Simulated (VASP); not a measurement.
# Mo in VASP: single point with LDA

Aim: the single point of Mo with LDA.

All numbers are computed with VASP 6.6.1; they aren't measurements. Logs are shortened: lines on timing, memory, paths and dates and some standing lists are left out, and cuts for length are marked.

## 1. The cell of the first run

The cell holds a slab with vacuum, 9 atoms: a = 3.115 Å, b = 3.115 Å, c = 24.460 Å, α = 90.00°, β = 90.00°, γ = 90.00°.

## 2. Single point, LDA

INCAR

```
PREC = Accurate ; ENCUT = 520
EDIFF = 1E-6 ; ISMEAR = 1
SIGMA = 0.1 ; LREAL = False
LASPH = True ; NELM = 100
ALGO = Normal ; ISIF = 2
LWAVE = False ; LCHARG = False
NBANDS = 73
```

KPOINTS

```
Automatic mesh
0
Gamma
  16 16 1
```

POSCAR

```
Mo
1.0
    3.1150000000      0.0000000000      0.0000000000
    0.0000000000      3.1150000000      0.0000000000
    0.0000000000      0.0000000000     24.4600000000
Mo
9
Direct
    0.0000000000      0.0000000000      0.2527747331
    0.5000000000      0.5000000000      0.3079964751
    0.0000000000      0.0000000000      0.3731860828
    0.5000000000      0.5000000000      0.4367954017
    0.0000000000      0.0000000000      0.5000000000
    0.5000000000      0.5000000000      0.5632045983
    0.0000000000      0.0000000000      0.6268139172
    0.5000000000      0.5000000000      0.6920035249
    0.0000000000      0.0000000000      0.7472252669
```

Potentials or basis: VASP PAW LDA potentials, release 64 (Mo_sv).

Run with:

```console
$ cat potpaw_LDA.64/Mo_sv/POTCAR > POTCAR
$ mpirun -np 1 vasp_std > vasp.out
```

OUTCAR:

```text
PREC = Accurate
   ENCUT = 520
   EDIFF = 1E-6
   ISMEAR = 1
   LREAL = False
   LASPH = True
   NELM = 100
   ISIF = 2

 ion  position               nearest neighbor table
   1  0.000  0.000  0.253-   2 2.58   2 2.58   2 2.58   2 2.58   3 2.95
   2  0.500  0.500  0.308-   1 2.58   1 2.58   1 2.58   1 2.58   3 2.72   3 2.72   3 2.72   3 2.72
                             4 3.15
   3  0.000  0.000  0.373-   4 2.70   4 2.70   4 2.70   4 2.70   2 2.72   2 2.72   2 2.72   2 2.72
                             1 2.95   5 3.10
   4  0.500  0.500  0.437-   5 2.69   5 2.69   5 2.69   5 2.69   3 2.70   3 2.70   3 2.70   3 2.70
                             6 3.09   2 3.15
   5  0.000  0.000  0.500-   4 2.69   6 2.69   4 2.69   6 2.69   4 2.69   6 2.69   4 2.69   6 2.69
                             3 3.10   7 3.10
   6  0.500  0.500  0.563-   5 2.69   5 2.69   5 2.69   5 2.69   7 2.70   7 2.70   7 2.70   7 2.70
                             4 3.09   8 3.15
   7  0.000  0.000  0.627-   6 2.70   6 2.70   6 2.70   6 2.70   8 2.72   8 2.72   8 2.72   8 2.72
                             9 2.95   5 3.10
   8  0.500  0.500  0.692-   9 2.58   9 2.58   9 2.58   9 2.58   7 2.72   7 2.72   7 2.72   7 2.72
                             6 3.15
   9  0.000  0.000  0.747-   8 2.58   8 2.58   8 2.58   8 2.58   7 2.95

  LATTYP: Found a simple tetragonal cell.
 ALAT       =     3.1150000000
 C/A-ratio  =     7.8523274478

  Lattice vectors:

 A1 = (   3.1150000000,   0.0000000000,   0.0000000000)
 A2 = (   0.0000000000,   3.1150000000,   0.0000000000)
 A3 = (   0.0000000000,   0.0000000000,  24.4600000000)

Analysis of symmetry for initial positions (statically):
=====================================================================
 Subroutine PRICEL returns:
 Original cell was already a primitive cell.

 Routine SETGRP: Setting up the symmetry group for a
 simple tetragonal supercell.

 Subroutine GETGRP returns: Found 16 space group operations
 (whereof 16 operations were pure point group operations)
 out of a pool of 16 trial point group operations.

The static configuration has the point symmetry D_4h.

Analysis of symmetry for dynamics (positions and initial velocities):
=====================================================================
 Subroutine PRICEL returns:
 Original cell was already a primitive cell.

 Routine SETGRP: Setting up the symmetry group for a
 simple tetragonal supercell.

 Subroutine GETGRP returns: Found 16 space group operations
 (whereof 16 operations were pure point group operations)
 out of a pool of 16 trial point group operations.

The dynamic configuration has the point symmetry D_4h.

 Subroutine INISYM returns: Found 16 space group operations
 (whereof 16 operations are pure point group operations),
 and found     1 'primitive' translations

----------------------------------------------------------------------------------------

                                     Primitive cell

  volume of cell :     237.3409

  direct lattice vectors                    reciprocal lattice vectors
     3.115000000  0.000000000  0.000000000     0.321027287  0.000000000  0.000000000
     0.000000000  3.115000000  0.000000000     0.000000000  0.321027287  0.000000000
     0.000000000  0.000000000 24.460000000     0.000000000  0.000000000  0.040883074

  length of vectors
     3.115000000  3.115000000 24.460000000     0.321027287  0.321027287  0.040883074

  position of ions in fractional coordinates (direct lattice)
     0.000000000  0.000000000  0.252774733
     0.500000000  0.500000000  0.307996475
     0.000000000  0.000000000  0.373186083
     0.500000000  0.500000000  0.436795402
     0.000000000  0.000000000  0.500000000
     0.500000000  0.500000000  0.563204598
     0.000000000  0.000000000  0.626813917
     0.500000000  0.500000000  0.692003525
     0.000000000  0.000000000  0.747225267

  ion indices of the primitive-cell ions
   primitive index   ion index
                 1           1
                 2           2
                 3           3
                 4           4
                 5           5
                 6           6
                 7           7
                 8           8
                 9           9

----------------------------------------------------------------------------------------

 KPOINTS: Automatic mesh

Automatic generation of k-mesh.
 Grid dimensions read from file:
 generate k-points for:   16   16    1

 Generating k-lattice:

  Cartesian coordinates                     Fractional coordinates (reciprocal lattice)
     0.020064205  0.000000000  0.000000000     0.062500000  0.000000000  0.000000000
     0.000000000  0.020064205  0.000000000     0.000000000  0.062500000  0.000000000
     0.000000000  0.000000000  0.040883074     0.000000000  0.000000000  1.000000000

  Length of vectors
     0.020064205  0.020064205  0.040883074

  Shift w.r.t. Gamma in fractional coordinates (k-lattice)
     0.000000000  0.000000000  0.000000000

 Subroutine IBZKPT returns following result:
 ===========================================

 Found     45 irreducible k-points:

 Following reciprocal coordinates:
            Coordinates               Weight
  0.000000  0.000000  0.000000      1.000000
  0.062500  0.000000  0.000000      4.000000
  0.125000  0.000000  0.000000      4.000000
  0.187500  0.000000  0.000000      4.000000
  0.250000  0.000000  0.000000      4.000000
  0.312500  0.000000  0.000000      4.000000
[... 16 lines left out ...]
  0.437500  0.125000  0.000000      8.000000
  0.500000  0.125000  0.000000      4.000000
 [... further k-points ...]
   k-points           NKPTS =     45   k-points in BZ     NKDIM =     45   number of bands    NBANDS=     73
   number of dos      NEDOS =    301   number of ions     NIONS =      9
   total plane-waves  NPLWV = 110592
   dimension x,y,z NGX =    24 NGY =   24 NGZ =  192
   dimension x,y,z NGXF=    48 NGYF=   48 NGZF=  384
   ions per type =               9
   NGX,Y,Z   is equivalent  to a cutoff of  12.81, 12.81, 13.05 a.u.
   NGXF,Y,Z  is equivalent  to a cutoff of  25.62, 25.62, 26.10 a.u.
 SYSTEM =  unknown system
   PREC   = accura    normal or accurate (medium, high low for compatibility)
   ISTART =      0    job   : 0-new  1-cont  2-samecut
   ICHARG =      2    charge: 1-file 2-atom 10-const
   ISPIN  =      1    spin polarized calculation?
   LNONCOLLINEAR =      F non collinear calculations
   LSORBIT =      F    spin-orbit coupling
   LASPH  =      T    aspherical Exc in radial PAW
   ENCUT  =  520.0 eV  38.22 Ry    6.18 a.u.   5.79  5.79 45.48*2*pi/ulx,y,z
   NELM   =    100;   NELMIN=  2; NELMDL= -5     # of ELM steps
   EDIFF  = 0.1E-05   stopping-criterion for ELM
   LREAL  =      F    real-space projection
   EDIFFG = 0.1E-04   stopping-criterion for IOM
   NSW    =      0    number of steps for IOM
   IBRION =     -1    ionic relax: 0-MD 1-quasi-New 2-CG
   NFREE  =      0    steps in history (QN), initial steepest desc. (CG)
   ISIF   =      2    stress and relaxation
   ISYM   =      2    0-nonsym 1-usesym 2-fastsym
   POTIM  = 0.5000    time-step for ionic-motion
   TEBEG  =    0.0;   TEEND  =   0.0 temperature during run
   PSTRESS=    0.0 pullay stress
   NELECT =     126.0000    total number of electrons
   NUPDOWN=      -1.0000    fix difference up-down
   EMIN   =  10.00;   EMAX   =-10.00  energy-range for DOS
   EFERMI =   0.00;   METHOD = LEGACY
   ISMEAR =     1;   SIGMA  =   0.10  broadening in eV -4-tet -1-fermi 0-gaus
   EFERMI_NEDOS =   21; number of points for ismear=-14 and -15
   IALGO  =     38    algorithm
   IMIX   =      4    mixing-type and parameters
     AMIX     =   0.40;   BMIX     =  1.00
     AMIX_MAG =   1.60;   BMIX_MAG =  1.00
  volume/ion in A,a.u.               =      26.37       177.96
  Fermi-wavevector in a.u.,A,eV,Ry     =   1.325585  2.504992 23.907816  1.757175
  Thomas-Fermi vector in A             =   2.455035
   LORBIT       =      0    0 simple, 1 ext, 2 COOP (PROOUT), +10 PAW based schemes
   GGA     = CA    functional components
   LHFCALC =     F    Hartree Fock is set to
   AEXX    =    0.0000 exact exchange contribution
   IVDW    =     0    specifies the selected vdW correction
   LEPSILON=     F    determine dielectric tensor
   LRPA    =     F    only Hartree local field effects (RPA)
 non-spin polarized calculation
 Methfessel and Paxton  Order N= 1 SIGMA  =   0.10
  energy-cutoff  :      520.00
  volume of cell :      237.34
 maximum number of plane-waves:      6480
 NGX is ok and might be reduce to    24
   NGX = 11   NGY = 11   NGZ = 91

 number of electron     125.9999982 magnetization

 Free energy of the ion-electron system (eV)
  ---------------------------------------------------
  ext. energy  EPLUGINS =         0.00000000
  ---------------------------------------------------
  free energy    TOTEN  =      -104.71602021 eV

  energy without entropy =     -104.71276289  energy(sigma->0) =     -104.71493444

 E-fermi :   5.6881     XC(G=0):  -8.8083

 val. band max:        5.6874292362   @ k =   0.3750   0.3125   0.0000
 cond. band min:       5.6886985659   @ k =   0.0625   0.0625   0.0000
 fundamental gap:      0.0012693297
 Fermi energy:         5.6880724627

 k-point     1 :       0.0000    0.0000    0.0000
  band No.  band energies     occupation
      1     -55.2323      2.00000
      2     -55.1389      2.00000
      3     -55.0766      2.00000
      4     -54.9284      2.00000
      5     -54.8853      2.00000
      6     -54.7815      2.00000
[... 65 lines left out ...]
     72       6.8029     -0.00000
     73       7.2538     -0.00000

 k-point     2 :       0.0625    0.0000    0.0000
  band No.  band energies     occupation
      1     -55.2270      2.00000
      2     -55.1342      2.00000
      3     -55.0732      2.00000
      4     -54.9253      2.00000
      5     -54.8836      2.00000
      6     -54.7829      2.00000
[... 1664 lines left out ...]
 k-point    24 :       0.5000    0.1250    0.0000
  band No.  band energies     occupation
      1     -55.0351      2.00000
      2     -54.9651      2.00000
      3     -54.9637      2.00000
      4     -54.8856      2.00000
      5     -54.8712      2.00000
      6     -54.8105      2.00000
[... 65 lines left out ...]
     72       7.5090     -0.00000
     73       7.6464     -0.00000

 [... further k-points ...]

------------------------ aborting loop because EDIFF is reached ----------------------------------------

  FORCE on cell =-STRESS in cart. coord.  units (eV):
  Direction    XX          YY          ZZ          XY          YZ          ZX
  --------------------------------------------------------------------------------------
  -------------------------------------------------------------------------------------
  Total       -2.8467348     -2.8467348      1.0111915      0.0000000      0.0000000      0.0000000
  in kB      -19.2169754    -19.2169754      6.8260807      0.0000000      0.0000000      0.0000000
  external PRESSURE =     -10.5359567 kB  Pullay stress =       0.0000000 kB

 VOLUME and BASIS-vectors are now :
 -----------------------------------------------------------------------------
  energy-cutoff  :      520.00
  volume of cell :      237.34
      direct lattice vectors                 reciprocal lattice vectors
     3.115000000  0.000000000  0.000000000     0.321027287  0.000000000  0.000000000
     0.000000000  3.115000000  0.000000000     0.000000000  0.321027287  0.000000000
     0.000000000  0.000000000 24.460000000     0.000000000  0.000000000  0.040883074

 POSITION                                       TOTAL-FORCE (eV/Angst)
 -----------------------------------------------------------------------------------
      0.00000      0.00000      6.18287         0.000000      0.000000     -0.099885
      1.55750      1.55750      7.53359        -0.000000     -0.000000      0.015284
      0.00000      0.00000      9.12813         0.000000      0.000000      0.005626
      1.55750      1.55750     10.68402         0.000000      0.000000     -0.009201
      0.00000      0.00000     12.23000         0.000000      0.000000      0.000000
      1.55750      1.55750     13.77598        -0.000000      0.000000      0.009201
      0.00000      0.00000     15.33187         0.000000      0.000000     -0.005626
      1.55750      1.55750     16.92641         0.000000     -0.000000     -0.015284
      0.00000      0.00000     18.27713         0.000000      0.000000      0.099885
 -----------------------------------------------------------------------------------
    total drift:                                0.000000      0.000000      0.000000

  FREE ENERGIE OF THE ION-ELECTRON SYSTEM (eV)
  ---------------------------------------------------
  free  energy   TOTEN  =      -104.7160202126 eV

  energy  without entropy=     -104.7127628857  energy(sigma->0) =     -104.71493444
```

It took 12 min on 1 thread of AMD EPYC 9R45 (Zen 5), shared host; peak memory 0.57 GiB.

What came out:

| Item | Value |
| --- | --- |
| Free energy | -104.7160 eV |
| Largest force | 0.100 eV/Å |
| Band gap on the k mesh | zero (bands 63 and 64 overlap by 1.85 eV) |

Forces in eV/Å, atoms in the order of the input:
```
Mo   0.000  0.000 -0.100
Mo   0.000  0.000  0.015
Mo   0.000  0.000  0.006
Mo   0.000  0.000 -0.009
Mo   0.000  0.000  0.000
Mo   0.000  0.000  0.009
Mo   0.000  0.000 -0.006
Mo   0.000  0.000 -0.015
Mo   0.000  0.000  0.100
```

Levels at points of the mesh, in eV from the Fermi level:
```tsv
k point	band 60	band 61	band 62	band 63	band 64	band 65	band 66	band 67
(0.00, 0.00, 0.00)	-0.78	-0.72	-0.72	-0.28	-0.28	-0.06	-0.06	0.03
(0.50, 0.00, 0.00)	-0.64	-0.41	-0.06	0.19	0.21	0.39	0.90	0.95
(0.50, 0.50, 0.00)	0.62	0.62	1.44	1.46	1.83	1.91	2.03	2.21
```

Caveat: there is no dipole correction, which matters where the two faces differ.
